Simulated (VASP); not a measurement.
## In4Sb3As: single point with PBE

In4Sb3As:

```xyz
8
Lattice="4.7059 0.0000 0.0000 0.0000 4.7059 0.0000 0.0000 0.0000 13.2928" Properties=species:S:1:pos:R:3 pbc="T T T"
In    2.3529    0.0000    8.3639
In    0.0000    2.3529   11.7897
In    2.3529    0.0000    1.5031
In    0.0000    2.3529    4.9289
Sb    2.3529    2.3529    3.2170
Sb    0.0000    0.0000    6.6464
Sb    2.3529    2.3529   10.0757
As    0.0000    0.0000    0.0000
```

```yaml
Program: VASP 6.6.1
Task: single point
Functional: PBE
Potentials_or_basis: VASP PAW PBE potentials, release 64 (In_d, Sb, As)
Cutoff: 520 eV
k_mesh: 8 × 8 × 4
Occupations: gaussian, width 0.1 eV
Spin: no spin polarisation
Dipole_correction: no
Further_INCAR_settings: ALGO = Normal; EDIFF = 1e-07; NBANDS = 46
```

The pressure is -2.0 GPa and the largest force is 0.006 eV/Å. The band gap on the k mesh is zero (filled and empty bands touch).

Forces in eV/Å, atoms in the order of the input:
```
In   0.000  0.000  0.001
In   0.000  0.000 -0.006
In   0.000  0.000  0.006
In   0.000  0.000 -0.001
Sb   0.000  0.000  0.000
Sb   0.000  0.000  0.000
Sb   0.000  0.000  0.000
As   0.000  0.000  0.000
```

Levels at points of the mesh, in eV from the Fermi level:
```tsv
k point	band 33	band 34	band 35	band 36	band 37	band 38	band 39	band 40
(0.00, 0.00, 0.00)	-1.11	-1.00	-0.09	-0.05	-0.05	1.31	1.52	1.62
(0.50, 0.00, 0.00)	-0.90	-0.80	-0.78	-0.75	0.13	0.48	1.67	1.96
(0.50, 0.50, 0.00)	-1.99	-1.96	-1.96	-1.91	1.42	1.42	1.46	1.55
(0.00, 0.00, 0.50)	-0.60	-0.60	-0.38	-0.38	1.00	1.02	1.37	1.46
(0.50, 0.00, 0.50)	-1.36	-0.78	-0.78	-0.77	0.85	1.25	1.30	1.39
(0.50, 0.50, 0.50)	-2.21	-2.20	-2.14	-2.10	2.01	2.01	2.18	2.20
```

It took 18 min on 1 thread of Intel Xeon 8259CL, on a shared host, peak memory 0.71 GiB.

Caveat: semilocal functionals underestimate gaps, so a narrow gap can read as zero; spin-orbit coupling is left out, which moves the levels of the heavy elements.
